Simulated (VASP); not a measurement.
**TePb: single point with PBE**

The system is TePb.

```xyz
2
Lattice="0.0000 3.1201 3.1201 3.1201 0.0000 3.1201 3.1201 3.1201 0.0000" Properties=species:S:1:pos:R:3 pbc="T T T"
Te    0.0000    0.0000    0.0000
Pb    3.1201    3.1201    3.1201
```

```yaml
Program: VASP 6.6.1
Task: single point
Functional: PBE
Potentials_or_basis: VASP PAW PBE potentials, release 64 (Te, Pb_d)
Cutoff: 500 eV
k_mesh: 2 × 2 × 2
Occupations: gaussian, width 0.1 eV
Spin: no spin polarisation
```

The pressure is 18.3 GPa and the band gap on the k mesh is 0.39 eV, direct.

Levels at points of the mesh, in eV from the valence-band top:
| k point | band 6 | band 7 | band 8 | band 9 | band 10 | band 11 | band 12 | band 13 | band 14 | band 15 |
| --- | --- | --- | --- | --- | --- | --- | --- | --- | --- | --- |
| (0.00, 0.00, 0.00) | -12.93 | -5.41 | -1.70 | -1.70 | -1.70 | 3.96 | 3.96 | 3.96 | 5.42 | 5.42 |
| (0.50, 0.00, 0.00) | -10.97 | -9.53 | -1.08 | -1.08 | 0.00 | 0.39 | 0.72 | 0.72 | 8.49 | 9.11 |
| (0.50, 0.50, 0.00) | -10.68 | -7.76 | -5.44 | -3.46 | -3.46 | 2.66 | 5.76 | 5.76 | 7.38 | 10.32 |

Run time: 5.4 s on 1 thread of Intel(R) Xeon(R) 6975P-C (Granite Rapids), with other jobs on the host, peak memory 0.17 GiB.

Caveat: the k points lie up to 0.87 Å⁻¹ apart; spin-orbit coupling is left out, which moves the levels of the heavy elements. A k mesh can miss the band edges.
